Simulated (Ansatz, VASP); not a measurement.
GaSb3 in VASP and in Ansatz

File INCAR:

```
SYSTEM = GaSb3
  PREC = Accurate
  ENCUT = 520
  EDIFF = 1E-6
  ISMEAR = 0
  SIGMA = 0.15
  LREAL = .FALSE.
  LASPH = .TRUE.
  NELM = 60
  ALGO = Normal
  ISIF = 2
  LWAVE = .FALSE.
  LCHARG = .FALSE.
  GGA = PS
  IVDW = 12
  NBANDS = 22
```

Contents of KPOINTS:

```
Automatic mesh
0
G
  10 10 10
  0 0 0
```

POSCAR

```
GaSb3
1.0
    0.0000000000      3.5857729617      3.5857729617
    3.5857729617      0.0000000000      3.5857729617
    3.5857729617      3.5857729617      0.0000000000
Ga Sb
1 3
Direct
    0.0423897446     -0.0423897446     -0.0423897446
    0.2480104894      0.2519895106      0.2519895106
    0.7365764136      0.7634235864      0.7634235864
    0.4911396068      0.5088603932      0.5088603932
```

Input for Ansatz:

```yaml
crystal:
  lattice:
    - [0.0, 3.5857729617, 3.5857729617]
    - [3.5857729617, 0.0, 3.5857729617]
    - [3.5857729617, 3.5857729617, 0.0]
  atoms:
    - { symbol: Ga, position: [0.0423897446, -0.0423897446, -0.0423897446] }
    - { symbol: Sb, position: [0.2480104894, 0.2519895106, 0.2519895106] }
    - { symbol: Sb, position: [0.7365764136, 0.7634235864, 0.7634235864] }
    - { symbol: Sb, position: [0.4911396068, 0.5088603932, 0.5088603932] }
basis:
  ecutwfc: 420
kpoints:
  mp_grid: { grid: [10, 10, 10] }
hamiltonian:
  xc: pbesol
  pseudopotentials: { kind: paw, azcp: { folder: soft_1 } }
  dispersion: d3bj
scf:
  occupations: { method: gaussian, width: 0.15 }
output:
  forces: true
  stress: true
  eigenvalues: true
```

Change from the starting cell: mode 4 frozen in at -0.041 Å and mode 7 at -0.304 Å (largest displacements).

Alike in both runs: task single point; functional PBEsol; dispersion D3(BJ); k mesh 10 × 10 × 10; occupations gaussian, width 0.15 eV; no spin polarisation.

|  | VASP | Ansatz |
| --- | --- | --- |
| version | VASP 6.6.1 | Ansatz 0.2.0 |
| potentials or method | VASP PAW PBE potentials, release 64 (Ga_d, Sb), cutoff 520 eV | scalar-relativistic, plane waves, PAW |
| valence electrons in the cell | 28 | 58 |

```tsv
	VASP	Ansatz	Ansatz less VASP
gap on the k mesh at the Fermi level (eV)	none	none	-
pressure (GPa)	1.4	1.3	-0.07
traceless stress, the component that is largest in VASP (GPa)	-0.25	-0.24	+0.008
rms of the force components (eV/Å)	0.267	0.264	-0.0027
```

VASP's potentials were made for PBE, not for PBEsol, and Ansatz warns of the same on its side. Atom by atom the forces differ by 0.003 eV/Å (rms over components). A gap of «none» marks a metal or a gap that the smearing closes. VASP's potentials hold 28 valence electrons a cell and Ansatz's 58, so a difference there can come from the potentials and not from the codes.

Neither program's run includes spin-orbit coupling.
